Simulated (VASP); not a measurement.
Here is a VASP 6.6.1 calculation.

Contents of INCAR:

```
SYSTEM = CdH2O2
PREC = Accurate
ENCUT = 700
EDIFF = 1E-6
ISMEAR = -1
SIGMA = 0.02
LREAL = .FALSE.
LASPH = .TRUE.
NELM = 120
ALGO = Normal
ISIF = 2
LWAVE = .FALSE.
LCHARG = .FALSE.
GGA = PS
NBANDS = 25
GGA_COMPAT = .FALSE.
```

Contents of KPOINTS:

```
Automatic mesh
0
G
  7 7 5
  0 0 0
```

File POSCAR:

```
CdH2O2
1.0
    3.5155260000      0.0000000000      0.0000000000
   -1.7577630000      3.0445348237      0.0000000000
    0.0000000000      0.0000000000      4.6429790000
Cd H O
1 2 2
Direct
    0.0000000000      0.0000000000      0.0000000000
    0.6666670000      0.3333330000      0.5509610000
    0.3333330000      0.6666670000      0.4490390000
    0.6666670000      0.3333330000      0.7593720000
    0.3333330000      0.6666670000      0.2406280000
```

Potentials or basis: VASP PAW PBE potentials, release 64 (Cd_sv_GW, H, O).

Command:

```console
$ cat potpaw_PBE.64/Cd_sv_GW/POTCAR potpaw_PBE.64/H/POTCAR potpaw_PBE.64/O/POTCAR > POTCAR
$ mpirun -np 1 vasp_std > vasp.out
```

Question: Estimate the band gap on the k mesh.

Answer: 1.63 eV (least direct gap 1.96 eV).

Question: Estimate the pressure.

Answer: -0.6 GPa.

Question: What does it give for the largest force?

Answer: 0.772 eV/Å.

Stress tensor (GPa, compression positive):
```
-1.80  0.00  0.00
 0.00 -1.80  0.00
 0.00  0.00  1.91
```

Caveat: the PAW data sets were made with another functional, which shifts forces and pressure a little. A k mesh can miss the band edges.
